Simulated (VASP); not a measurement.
Set up this calculation in VASP 6.6.1, as the native input.

| Property | Result |
| --- | --- |
| Task | single point |
| Functional | r2SCAN |
| Potentials or basis | VASP PAW PBE potentials, release 64 (Ca_sv, P) |
| Cutoff | 520 eV |
| k mesh | 12 × 12 × 12 |
| Occupations | gaussian, width 0.1 eV |
| Spin | no spin polarisation |
| Dipole correction | no |
| Further INCAR settings | ALGO = Normal; EDIFF = 1e-06; NBANDS = 20 |

Ca2P:

```xyz
3
Lattice="0.0000 3.4136 3.4136 3.4136 0.0000 3.4136 3.4136 3.4136 0.0000" Properties=species:S:1:pos:R:3 pbc="T T T"
Ca    1.7068    1.7068    1.7068
Ca    5.1203    5.1203    5.1203
P     3.4136    3.4136    3.4136
```

These files were run (other wordings do the same):

POSCAR

```
Ca2P
1.0
    0.0000000000      3.4135507257      3.4135507257
    3.4135507257      0.0000000000      3.4135507257
    3.4135507257      3.4135507257      0.0000000000
Ca P
2 1
Direct
    0.2500000000      0.2500000000      0.2500000000
    0.7500000000      0.7500000000      0.7500000000
    0.5000000000      0.5000000000      0.5000000000
```

INCAR.step1

```
PREC = Accurate ; ENCUT = 520
ISMEAR = 0 ; SIGMA = 0.1
LREAL = F ; LASPH = T
NELM = 100 ; NBANDS = 20
GGA = PE ; ALGO = Normal
EDIFF = 1E-4 ; LWAVE = T
LCHARG = F
```

INCAR.step2

```
PREC = Accurate ; ENCUT = 520
EDIFF = 1E-6 ; ISMEAR = 0
SIGMA = 0.1 ; LREAL = F
LASPH = T ; NELM = 100
ALGO = Normal ; ISIF = 2
LWAVE = F ; LCHARG = T
METAGGA = R2SCAN ; LMIXTAU = T
LELF = T ; LVHAR = T
NBANDS = 20 ; ISTART = 1
```

KPOINTS

```
regular mesh
0
Gamma
  12 12 12
```

Potentials or basis: VASP PAW PBE potentials, release 64 (Ca_sv, P).

Run with:

```sh
$ cat potpaw_PBE.64/Ca_sv/POTCAR potpaw_PBE.64/P/POTCAR > POTCAR
$ cp INCAR.step1 INCAR
$ mpirun -np 1 vasp_std > vasp.out
$ cp INCAR.step2 INCAR
$ mpirun -np 1 vasp_std > vasp.out
```

Results of the run:

```
Pressure               : -0.1 GPa
Band gap on the k mesh : zero (an odd number of electrons rules out a gap without spin polarisation)
```

Caveat: the PAW data sets were made with another functional, which shifts forces and pressure a little.

Run time: 9 min on 1 thread of Intel Xeon 8259CL (shared host), peak memory 0.29 GiB.
